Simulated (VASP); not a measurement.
# ZrC: relaxation of shape and atoms at fixed volume with PBE

ZrC:

```
Zr C
1.0
     3.83132    0.00000    0.00000
    -1.91566    3.31802    0.00000
     0.00000    0.00000    4.66161
Zr C
2 2
Direct
  0.66667 0.33333 0.06806
  0.33333 0.66667 0.56806
  0.66667 0.33333 0.55714
  0.33333 0.66667 0.05714
```

```json
{
 "Program": "VASP 6.6.1",
 "Task": "relaxation of shape and atoms at fixed volume",
 "Functional": "PBE",
 "Potentials or basis": "VASP PAW PBE potentials, release 64 (Zr_sv, C)",
 "Cutoff": "600 eV",
 "k mesh": "12 × 12 × 6",
 "Occupations": "gaussian, width 0.05 eV",
 "Spin": "no spin polarisation",
 "Dipole correction": "no",
 "Further INCAR settings": "ALGO = Fast; EDIFF = 1e-07; IBRION = 2; EDIFFG = -0.01; NSW = 60; ISIF = 4"
}
```

The energy gained by relaxing is 0.1 meV/atom. The ionic steps are 4, the pressure after relaxing is 7.7 GPa and the largest force after relaxing is 0.008 eV/Å. The band gap on the k mesh is zero (bands 16 and 17 overlap by 1.19 eV).

Forces in eV/Å, atoms in the order of the input:
```
Zr   0.000  0.000 -0.008
Zr   0.000  0.000 -0.008
C    0.000  0.000  0.008
C    0.000  0.000  0.008
```

Step by step:
| step | energy change (eV) | largest force (eV/Å) | pressure (GPa) | volume (Å³) |
| --- | --- | --- | --- | --- |
| 1 | 0.0000 | 0.0276 | 7.79 | 59.26 |
| 2 | -0.0002 | 0.0027 | 7.68 | 59.26 |
| 3 | -0.0003 | 0.0116 | 7.72 | 59.26 |
| 4 | -0.0003 | 0.0082 | 7.72 | 59.26 |

Final structure:
```
Zr C
1.0
     3.82852    0.00000    0.00000
    -1.91426    3.31560    0.00000
     0.00000    0.00000    4.66843
Zr C
2 2
Direct
  0.66667 0.33333 0.06777
  0.33333 0.66667 0.56777
  0.66667 0.33333 0.55743
  0.33333 0.66667 0.05743
```

Levels at points of the mesh, in eV from the Fermi level:
| k point | band 14 | band 15 | band 16 | band 17 | band 18 | band 19 |
| --- | --- | --- | --- | --- | --- | --- |
| (0.00, 0.00, 0.00) | -2.43 | -1.35 | 1.15 | 1.15 | 1.18 | 2.48 |
| (0.50, 0.00, 0.00) | -1.32 | -0.95 | -0.33 | 0.29 | 1.87 | 3.00 |
| (0.00, 0.00, 0.50) | -2.99 | -2.87 | -2.87 | 3.95 | 3.95 | 3.95 |
| (0.50, 0.00, 0.50) | -2.19 | -1.34 | -1.34 | 2.54 | 2.54 | 3.33 |

Run time: 10 min on 1 thread of Oxide Virtual Turin-like Processor, with other jobs on the host, peak memory 0.24 GiB.
